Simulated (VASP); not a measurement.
# LiTi12O24 (a cell with a defect) in VASP: a series of runs

Runs on LiTi12O24 (a cell with a defect). Level: PBE. Tasks: single point.

All numbers are computed with VASP 6.6.1; they aren't measurements. Logs are shortened: lines on timing, memory, paths and dates and some standing lists are left out, and cuts for length are marked.

### Step 1. The cell of the first run

The cell holds a defect, 37 atoms: a = 6.567 Å, b = 6.567 Å, c = 8.892 Å, α = 90.00°, β = 90.00°, γ = 90.00°.

### Step 2. Single point, PBE (with an interstitial atom, then relaxed in part)

INCAR reads:

```
PREC     = Accurate       # precision mode
ENCUT    = 520            # plane-wave cutoff, eV
EDIFF    = 1E-6           # SCF threshold, eV
ISMEAR   = 0              # smearing method
SIGMA    = 0.02           # smearing width, eV
LREAL    = Auto         
LASPH    = T              # aspherical terms in the spheres
NELM     = 60             # most SCF steps
ALGO     = Normal         # electronic algorithm
ISIF     = 2              # what is computed and relaxed
LWAVE    = F              # write WAVECAR
LCHARG   = F              # write CHGCAR
GGA      = PE             # functional
NELECT   = 290.0        
NBANDS   = 170            # bands
```

KPOINTS reads:

```
Automatic mesh
0
Gamma
  2 2 2
  0.5 0.5 0.5
```

POSCAR reads:

```
LiTi12O24
1.0
    4.6433175291      4.6433175291      0.0000000000
    4.6433175291     -4.6433175291      0.0000000000
    0.0000000000      0.0000000000     -8.8916040979
Ti O Li
12 24 1
Direct
    0.4975449001      0.0144201127      0.3388845836
    0.5258749143      0.0149658505      0.0083334924
    0.4821383985     -0.0145181585      0.6692851808
    0.0030121730      0.4865980027      0.3388817515
   -0.0252996761      0.4860260852      0.0083301387
    0.0184286552      0.5155433545      0.6692862065
   -0.0136746226      0.9978257831      0.4944081650
    0.0152835344      0.9823970695      0.1640233504
   -0.0141451725      1.0260041450      0.8249522692
    0.5142366974      0.5031948859      0.4944223587
    0.4852871387      0.5185997794      0.1640353273
    0.5147200852      0.4749984993      0.8249647867
    0.6941983653     -0.0026558986      0.4993677301
    0.6990918697      0.0013791970      0.1709074295
    0.6941630080      0.0058448818      0.8312754347
    0.1957327026      0.5032198018      0.5002519321
    0.1920427066      0.5019068523      0.1632605942
    0.1977105929      0.4991129902      0.8349002461
    0.5010876856      0.3016987894      0.6624300582
    0.4970694746      0.3065654705      0.3339257334
    0.5056029938      0.3066168003      1.0019938113
    0.0016085966      0.8087450813      0.6699908410
    0.0029815115      0.8050651438      0.3330561840
   -0.0013144433      0.8030855836      0.9984531371
    0.4975916742      0.6959345630      0.3330584216
    0.5018878770      0.6979088642     -0.0015500916
    0.4989613994      0.6922598409      0.6699934617
    0.0035014698      0.1944376225      0.3339201386
   -0.0050286064      0.1943787392      0.0019906583
   -0.0005151172      0.1993109768      0.6624256798
    0.3048358598     -0.0022132746      0.5002508419
    0.3085307549     -0.0009095010      0.1632576890
    0.3028569864      0.0018959372      0.8348952677
    0.8063686034      0.5036609979      0.4993704779
    0.8014819405      0.4996163608      0.1709047689
    0.8064067243      0.4951499584      0.8312761181
    0.2502875976      0.7505057286      0.9169572009
```

Potentials or basis: VASP PAW PBE potentials, release 64 (Ti_sv, O, Li_sv).

The run is started by

```sh
$ cat potpaw_PBE.64/Ti_sv/POTCAR potpaw_PBE.64/O/POTCAR potpaw_PBE.64/Li_sv/POTCAR > POTCAR
$ mpirun -np 1 vasp_std > vasp.out
```

OUTCAR:

```text
PREC = Accurate
   ENCUT = 520
   EDIFF = 1E-6
   ISMEAR = 0
   LREAL = Auto
   LASPH = T
   NELM = 60
   ISIF = 2
   GGA = PE
   NELECT = 290.0

 ion  position               nearest neighbor table
   1  0.498  0.014  0.339-  31 1.92  20 1.92  13 1.93  32 2.00  14 2.00  25 2.09
   2  0.526  0.015  0.008-  14 1.84  21 1.92  15 1.92  32 1.99  26 2.09  33 2.13  37 2.64
   3  0.482  0.985  0.669-  33 1.89  31 1.90  27 1.93  15 2.01  13 2.06  19 2.08
   4  0.003  0.487  0.339-  16 1.92  28 1.92  34 1.93  17 2.00  35 2.00  23 2.09
   5  0.975  0.486  0.008-  35 1.84  29 1.92  36 1.92  17 1.99  24 2.09  18 2.13  37 2.64
   6  0.018  0.516  0.669-  18 1.89  16 1.90  22 1.93  36 2.01  34 2.06  30 2.08
   7  0.986  0.998  0.494-  23 1.92  13 1.92  28 1.93  22 2.00  30 2.00  31 2.09
   8  0.015  0.982  0.164-  24 1.89  23 1.90  32 1.93  29 2.01  28 2.06  14 2.08
   9  0.986  0.026  0.825-  30 1.84  15 1.92  29 1.92  22 1.99  33 2.09  24 2.13  37 2.64
  10  0.514  0.503  0.494-  25 1.92  34 1.92  20 1.93  27 2.00  19 2.00  16 2.09
  11  0.485  0.519  0.164-  26 1.89  25 1.90  17 1.93  21 2.01  20 2.06  35 2.08
  12  0.515  0.475  0.825-  19 1.84  36 1.92  21 1.92  27 1.99  18 2.09  26 2.13  37 2.64
  13  0.694  0.997  0.499-   7 1.92   1 1.93   3 2.06
  14  0.699  0.001  0.171-   2 1.84   1 2.00   8 2.08
  15  0.694  0.006  0.831-   9 1.92   2 1.92   3 2.01
  16  0.196  0.503  0.500-   6 1.90   4 1.92  10 2.09
  17  0.192  0.502  0.163-  11 1.93   5 1.99   4 2.00
  18  0.198  0.499  0.835-  37 1.84   6 1.89  12 2.09   5 2.13
  19  0.501  0.302  0.662-  12 1.84  10 2.00   3 2.08
  20  0.497  0.307  0.334-   1 1.92  10 1.93  11 2.06
  21  0.506  0.307  0.002-   2 1.92  12 1.92  11 2.01
  22  0.002  0.809  0.670-   6 1.93   9 1.99   7 2.00
  23  0.003  0.805  0.333-   8 1.90   7 1.92   4 2.09
  24  0.999  0.803  0.998-  37 1.84   8 1.89   5 2.09   9 2.13
  25  0.498  0.696  0.333-  11 1.90  10 1.92   1 2.09
  26  0.502  0.698  0.998-  37 1.84  11 1.89   2 2.09  12 2.13
  27  0.499  0.692  0.670-   3 1.93  12 1.99  10 2.00
  28  0.004  0.194  0.334-   4 1.92   7 1.93   8 2.06
  29  0.995  0.194  0.002-   5 1.92   9 1.92   8 2.01
  30  0.999  0.199  0.662-   9 1.84   7 2.00   6 2.08
  31  0.305  0.998  0.500-   3 1.90   1 1.92   7 2.09
  32  0.309  0.999  0.163-   8 1.93   2 1.99   1 2.00
  33  0.303  0.002  0.835-  37 1.84   3 1.89   9 2.09   2 2.13
  34  0.806  0.504  0.499-  10 1.92   4 1.93   6 2.06
  35  0.801  0.500  0.171-   5 1.84   4 2.00  11 2.08
  36  0.806  0.495  0.831-  12 1.92   5 1.92   6 2.01
  37  0.250  0.751  0.917-  26 1.84  24 1.84  33 1.84  18 1.84   2 2.64   5 2.64   9 2.64  12 2.64

  LATTYP: Found a simple tetragonal cell.
 ALAT       =     6.5666426241
 C/A-ratio  =     1.3540563431

  Lattice vectors:

 A1 = (   4.6433175291,   4.6433175291,   0.0000000000)
 A2 = (   4.6433175291,  -4.6433175291,   0.0000000000)
 A3 = (   0.0000000000,   0.0000000000,  -8.8916040979)

Analysis of symmetry for initial positions (statically):
=====================================================================
 Subroutine PRICEL returns:
 Original cell was already a primitive cell.

 Routine SETGRP: Setting up the symmetry group for a
 simple tetragonal supercell.

 Subroutine GETGRP returns: Found  1 space group operations
 (whereof  1 operations were pure point group operations)
 out of a pool of 16 trial point group operations.

The static configuration has the point symmetry C_1 .

Analysis of symmetry for dynamics (positions and initial velocities):
=====================================================================
 Subroutine PRICEL returns:
 Original cell was already a primitive cell.

 Routine SETGRP: Setting up the symmetry group for a
 simple tetragonal supercell.

 Subroutine GETGRP returns: Found  1 space group operations
 (whereof  1 operations were pure point group operations)
 out of a pool of 16 trial point group operations.

The dynamic configuration has the point symmetry C_1 .

 Subroutine INISYM returns: Found  1 space group operations
 (whereof  1 operations are pure point group operations),
 and found     1 'primitive' translations

----------------------------------------------------------------------------------------

                                     Primitive cell

  volume of cell :     383.4130

  direct lattice vectors                    reciprocal lattice vectors
     4.643317529  4.643317529  0.000000000     0.107681630  0.107681630  0.000000000
     4.643317529 -4.643317529  0.000000000     0.107681630 -0.107681630  0.000000000
     0.000000000  0.000000000 -8.891604098     0.000000000  0.000000000 -0.112465646

  length of vectors
     6.566642624  6.566642624  8.891604098     0.152284822  0.152284822  0.112465646

  position of ions in fractional coordinates (direct lattice)
     0.497544900  0.014420113  0.338884584
     0.525874914  0.014965850  0.008333492
     0.482138398  0.985481841  0.669285181
[... 59 lines left out ...]
 SYSTEM =  unknown system
   PREC   = accura    normal or accurate (medium, high low for compatibility)
   ISTART =      0    job   : 0-new  1-cont  2-samecut
   ICHARG =      2    charge: 1-file 2-atom 10-const
   ISPIN  =      1    spin polarized calculation?
   LNONCOLLINEAR =      F non collinear calculations
   LSORBIT =      F    spin-orbit coupling
   LASPH  =      T    aspherical Exc in radial PAW
   ENCUT  =  520.0 eV  38.22 Ry    6.18 a.u.  12.21 12.21 16.53*2*pi/ulx,y,z
   NELM   =     60;   NELMIN=  2; NELMDL= -5     # of ELM steps
   EDIFF  = 0.1E-05   stopping-criterion for ELM
   LREAL  =      T    real-space projection
   EDIFFG = 0.1E-04   stopping-criterion for IOM
   NSW    =      0    number of steps for IOM
   IBRION =     -1    ionic relax: 0-MD 1-quasi-New 2-CG
   NFREE  =      0    steps in history (QN), initial steepest desc. (CG)
   ISIF   =      2    stress and relaxation
   ISYM   =      2    0-nonsym 1-usesym 2-fastsym
   POTIM  = 0.5000    time-step for ionic-motion
   TEBEG  =    0.0;   TEEND  =   0.0 temperature during run
   PSTRESS=    0.0 pullay stress
   NELECT =     290.0000    total number of electrons
   NUPDOWN=      -1.0000    fix difference up-down
   EMIN   =  10.00;   EMAX   =-10.00  energy-range for DOS
   EFERMI =   0.00;   METHOD = LEGACY
   ISMEAR =     0;   SIGMA  =   0.02  broadening in eV -4-tet -1-fermi 0-gaus
   EFERMI_NEDOS =   21; number of points for ismear=-14 and -15
   IALGO  =     38    algorithm
   IMIX   =      4    mixing-type and parameters
     AMIX     =   0.40;   BMIX     =  1.00
     AMIX_MAG =   1.60;   BMIX_MAG =  1.00
  volume/ion in A,a.u.               =      10.36        69.93
  Fermi-wavevector in a.u.,A,eV,Ry     =   1.491598  2.818712 30.271131  2.224865
  Thomas-Fermi vector in A             =   2.604233
   LORBIT       =      0    0 simple, 1 ext, 2 COOP (PROOUT), +10 PAW based schemes
   GGA     = PE    functional components
   LHFCALC =     F    Hartree Fock is set to
   AEXX    =    0.0000 exact exchange contribution
   IVDW    =     0    specifies the selected vdW correction
   LEPSILON=     F    determine dielectric tensor
   LRPA    =     F    only Hartree local field effects (RPA)
 non-spin polarized calculation
 Gauss-broadening in eV      SIGMA  =   0.02
  energy-cutoff  :      520.00
  volume of cell :      383.41
 maximum number of plane-waves:     10322
 NGX is ok and might be reduce to    50
   NGX = 25   NGY = 25   NGZ = 33

 number of electron     290.0000032 magnetization

 Free energy of the ion-electron system (eV)
  ---------------------------------------------------
  ext. energy  EPLUGINS =         0.00000000
  ---------------------------------------------------
  free energy    TOTEN  =      -332.13959404 eV

  energy without entropy =     -332.13959404  energy(sigma->0) =     -332.13959404

 E-fermi :   4.5421     XC(G=0): -11.3221

 val. band max:        4.4048359001   @ k =   0.2500   0.2500   0.2500
 cond. band min:       6.9476793224   @ k =  -0.2500   0.2500   0.2500
 fundamental gap:      2.5428434223
 Fermi energy:         4.5420694265

 k-point     1 :       0.2500    0.2500    0.2500
  band No.  band energies     occupation
      1     -52.1517      2.00000
      2     -52.1470      2.00000
      3     -52.1468      2.00000
      4     -52.1422      2.00000
      5     -52.1207      2.00000
      6     -52.1183      2.00000
[... 629 lines left out ...]
    156       7.4402      0.00000
    157       7.4892      0.00000
 [bands above 157 left out]

------------------------ aborting loop because EDIFF is reached ----------------------------------------

  FORCE on cell =-STRESS in cart. coord.  units (eV):
  Direction    XX          YY          ZZ          XY          YZ          ZX
  --------------------------------------------------------------------------------------
  -------------------------------------------------------------------------------------
  Total       -1.5161545     -1.4626909     -1.0641693      0.0087340      0.0046189     -0.0096194
  in kB       -6.3355912     -6.1121819     -4.4468699      0.0364969      0.0193009     -0.0401969
  external PRESSURE =      -5.6315477 kB  Pullay stress =       0.0000000 kB

 VOLUME and BASIS-vectors are now :
 -----------------------------------------------------------------------------
  energy-cutoff  :      520.00
  volume of cell :      383.41
      direct lattice vectors                 reciprocal lattice vectors
     4.643317529  4.643317529  0.000000000     0.107681630  0.107681630  0.000000000
     4.643317529 -4.643317529  0.000000000     0.107681630 -0.107681630  0.000000000
     0.000000000  0.000000000 -8.891604098     0.000000000  0.000000000 -0.112465646

 POSITION                                       TOTAL-FORCE (eV/Angst)
 -----------------------------------------------------------------------------------
      2.37722      2.24330     -3.01323        -0.013563      0.019495      0.034980
      2.51130      2.37231     -0.07410        -0.044177     -0.015204      0.033117
      6.81463     -2.33718     -5.95102         0.034078      0.007812     -0.002152
      2.27342     -2.24544     -3.01320         0.010988     -0.016583      0.031714
      6.78262      2.26907     -0.07407         0.044974      0.017934      0.036129
      2.47940     -2.30826     -5.95103        -0.030565     -0.011527     -0.006832
[... 29 lines left out ...]
      6.04354      1.44526     -7.39138        -0.001540     -0.001318      0.023127
      4.64700     -2.32267     -8.15322        -0.001597      0.001789      0.010409
 -----------------------------------------------------------------------------------
    total drift:                               -0.019602     -0.004133      0.023383

  FREE ENERGIE OF THE ION-ELECTRON SYSTEM (eV)
  ---------------------------------------------------
  free  energy   TOTEN  =      -332.1395940419 eV

  energy  without entropy=     -332.1395940419  energy(sigma->0) =     -332.13959404
```

Run time: 13 min. Hardware: 1 thread of Intel Xeon Platinum 8259CL at 2.50GHz (Skylake/Cascade Lake), shared host; peak memory 0.51 GiB.

Results:

* Free energy: -332.1396 eV
* Largest force: 0.068 eV/Å

Forces on the atoms (eV/Å):
```
Ti  -0.014  0.019  0.035
Ti  -0.044 -0.015  0.033
Ti   0.034  0.008 -0.002
Ti   0.011 -0.017  0.032
Ti   0.045  0.018  0.036
Ti  -0.031 -0.012 -0.007
Ti   0.007  0.008 -0.029
Ti   0.009 -0.050 -0.002
Ti  -0.017  0.045 -0.029
Ti  -0.016 -0.013 -0.028
Ti  -0.012  0.043  0.003
Ti   0.016 -0.044 -0.030
O    0.000  0.002 -0.024
O    0.040  0.038 -0.035
O    0.002  0.002  0.024
O    0.045  0.044  0.006
O    0.002  0.001  0.008
O    0.006  0.038 -0.024
O   -0.043  0.039  0.029
O    0.001  0.001  0.022
O   -0.003  0.003 -0.023
O    0.001  0.001 -0.010
O   -0.045  0.044 -0.006
O   -0.034  0.001  0.017
O    0.047 -0.044 -0.008
O    0.038  0.001  0.018
O   -0.002 -0.001 -0.010
O    0.000 -0.001  0.023
O    0.003 -0.001 -0.021
O    0.045 -0.040  0.030
O   -0.044 -0.043  0.006
O    0.001  0.000  0.010
O   -0.006 -0.037 -0.021
O   -0.001 -0.001 -0.024
O   -0.037 -0.039 -0.036
O   -0.002 -0.001  0.023
Li  -0.002  0.002  0.010
```

Levels at points of the mesh, in eV from the Fermi level:
```csv
k point,band 141,band 142,band 143,band 144,band 145,band 146,band 147,band 148,band 149,band 150
"(0.25, 0.25, 0.25)",-0.80,-0.76,-0.71,-0.42,-0.14,2.41,2.44,2.46,2.50,2.53
```

Caveat: the cell carries a net charge on a neutralising background, which shifts energy and pressure; the cell differs from its parent crystal (with an interstitial atom, then relaxed in part); the cell is charged against a uniform background, so pressure and absolute levels hang on convention; the cutoff is under 1.25 times the usual one of these potentials, so pressure, stress and relaxed cells hold a basis-set (Pulay) error.

### Step 3. Single point, PBE

INCAR reads:

```
SYSTEM = LiTi12O24
  PREC = Accurate
  ENCUT = 520
  EDIFF = 1E-7
  ISMEAR = 0
  SIGMA = 0.02
  LREAL = Auto
  LASPH = .TRUE.
  NELM = 60
  ALGO = Normal
  ISIF = 2
  LWAVE = .FALSE.
  LCHARG = .FALSE.
  GGA = PE
  NELECT = 290.0
  NBANDS = 170
```

KPOINTS is that of step 2.

POSCAR reads:

```
LiTi12O24
1.0
    4.6433175291      4.6433175291      0.0000000000
    4.6433175291     -4.6433175291      0.0000000000
    0.0000000000      0.0000000000     -8.8916040979
Ti O Li
12 24 1
Direct
    0.4973259928      0.0139588774      0.3277535716
    0.4818971535     -0.0149992973     -0.0026312463
    0.5255043371      0.0144294461      0.6582976407
    0.0026950558      0.4860475265      0.3277677422
    0.0180998821      0.5149971944     -0.0026193249
   -0.0255013790      0.4855642514      0.6583101244
    0.0150434468      0.9818556391      0.5026315781
   -0.0139019138      0.9972720950      0.1722270788
   -0.0144737032      1.0255839645      0.8416754635
    0.4849820168      0.5181458052      0.5026305660
    0.5139202704      0.5027394714      0.1722300029
    0.5144660009      0.4744092960      0.8416788374
    0.6988111366      0.0007994284      0.4957710613
    0.6939377890     -0.0032172041      0.1672655444
    0.6938788872      0.0053127963      0.8353359999
    0.1917599851      0.5013229195      0.5033388746
    0.1954347284      0.5026926299      0.1664038326
    0.1974089634      0.4983963482      0.8317952440
    0.5053450438      0.3061213219      0.6646207968
    0.4968443329      0.3060858946      0.3327130816
    0.5008793789      0.3011924106      1.0042527649
   -0.0013868317      0.8025736936      0.6682455645
    0.0027199303      0.8045515898      0.3335972865
    0.0014069682      0.8082415162      0.9966060007
    0.4972869044      0.6954484546      0.3335961619
    0.4985906059      0.6917535749     -0.0033969124
    0.5013961430      0.6974273200      0.6682406160
    0.0031611019      0.1939156636      0.3327158933
   -0.0008835278      0.1988023637      0.0042501892
   -0.0053498387      0.1938775443      0.6646214716
    0.3082452344     -0.0013243764      0.5033361754
    0.3045652147     -0.0026972095      0.1664015833
    0.3025857033      0.0015987492      0.8317985055
    0.8011989223      0.4991965304      0.4957754474
    0.8060655935      0.5032148858      0.1672710552
    0.8061169577      0.4946812243      0.8353391490
    0.2500058402      0.7499966302      0.7503025243
```

Potentials or basis: VASP PAW PBE potentials, release 64 (Ti_sv, O, Li_sv).

The run is started by

```sh
$ cat potpaw_PBE.64/Ti_sv/POTCAR potpaw_PBE.64/O/POTCAR potpaw_PBE.64/Li_sv/POTCAR > POTCAR
$ mpirun -np 1 vasp_std > vasp.out
```

Run time: 28 min. Hardware: 1 thread of Oxide Virtual Turin-like, shared host; peak memory 0.48 GiB.

The run converged. Its results:

```
Free energy   : -332.1379 eV
Largest force : 0.070 eV/Å
```

Forces on the atoms (eV/Å):
```
Ti  -0.011  0.018 -0.022
Ti   0.037  0.006 -0.003
Ti  -0.045 -0.005 -0.034
Ti   0.011 -0.019 -0.022
Ti  -0.037 -0.006 -0.002
Ti   0.048  0.006 -0.036
Ti   0.006 -0.037  0.001
Ti   0.019  0.011  0.020
Ti  -0.006  0.046  0.036
Ti  -0.008  0.036  0.001
Ti  -0.019 -0.010  0.022
Ti   0.006 -0.045  0.036
O    0.039  0.042  0.039
O   -0.001  0.001  0.021
O    0.002  0.004 -0.023
O    0.001 -0.001 -0.006
O    0.044  0.047 -0.006
O    0.001  0.036  0.019
O   -0.004  0.002  0.022
O   -0.001 -0.001 -0.021
O   -0.043  0.039 -0.038
O   -0.036  0.002 -0.018
O   -0.048  0.044  0.006
O    0.001  0.001  0.006
O    0.048 -0.044  0.006
O   -0.001 -0.001  0.006
O    0.035 -0.002 -0.019
O    0.001  0.001 -0.020
O    0.043 -0.039 -0.039
O    0.004 -0.002  0.022
O   -0.001  0.001 -0.006
O   -0.044 -0.047 -0.006
O   -0.001 -0.036  0.020
O   -0.039 -0.043  0.039
O    0.001 -0.001  0.021
O   -0.002 -0.004 -0.023
Li   0.000  0.000 -0.001
```

Levels at points of the mesh, in eV from the Fermi level:
| k point | band 143 | band 144 | band 145 | band 146 | band 147 | band 148 |
| --- | --- | --- | --- | --- | --- | --- |
| (0.25, 0.25, 0.25) | -0.70 | -0.41 | -0.13 | 2.41 | 2.45 | 2.46 |

Caveat: the cell carries a net charge on a neutralising background, which shifts energy and pressure; the cell is charged against a uniform background, so pressure and absolute levels hang on convention; the cutoff is under 1.25 times the usual one of these potentials, so pressure, stress and relaxed cells hold a basis-set (Pulay) error.
